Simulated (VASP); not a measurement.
A run of VASP 6.6.1:

INCAR

```
SYSTEM = Sn2GeN2
PREC = Accurate ; ENCUT = 520
EDIFF = 1E-6 ; ISMEAR = 0
SIGMA = 0.1 ; LREAL = .FALSE.
LASPH = .TRUE. ; NELM = 60
ALGO = Normal ; ISIF = 2
LWAVE = .FALSE. ; LCHARG = .FALSE.
GGA = PE ; NBANDS = 34
```

Contents of KPOINTS:

```
Automatic mesh
0
G
  12 12 4
  0 0 0
```

POSCAR

```
Sn2GeN2
1.0
    3.1469489790      0.0000000000      0.0000000000
   -1.5734744895      2.7253377602      0.0000000000
    0.0000000000      0.0000000000      9.8506586860
Sn Ge N
2 1 2
Direct
    0.3333333333      0.6666666667      0.3164004457
    0.6666666667      0.3333333333      0.6835995543
    0.0000000000      0.0000000000      0.0000000000
    0.3333333333      0.6666666667      0.1024168671
    0.6666666667      0.3333333333      0.8975831329
```

Potentials or basis: VASP PAW PBE potentials, release 64 (Sn_d, Ge_d, N).

The run is started by

```bash
$ cat potpaw_PBE.64/Sn_d/POTCAR potpaw_PBE.64/Ge_d/POTCAR potpaw_PBE.64/N/POTCAR > POTCAR
$ mpirun -np 1 vasp_std > vasp.out
```

Hardware: 1 thread of Intel(R) Xeon(R) 6975P-C (Granite Rapids), with other jobs on the host.

Q: How long does it take, and how much memory?

A: Wall time 3 min on 1 thread of Intel(R) Xeon(R) 6975P-C (Granite Rapids), with other jobs on the host, peak memory 0.32 GiB. Counts: scf iterations 15, k points 69.
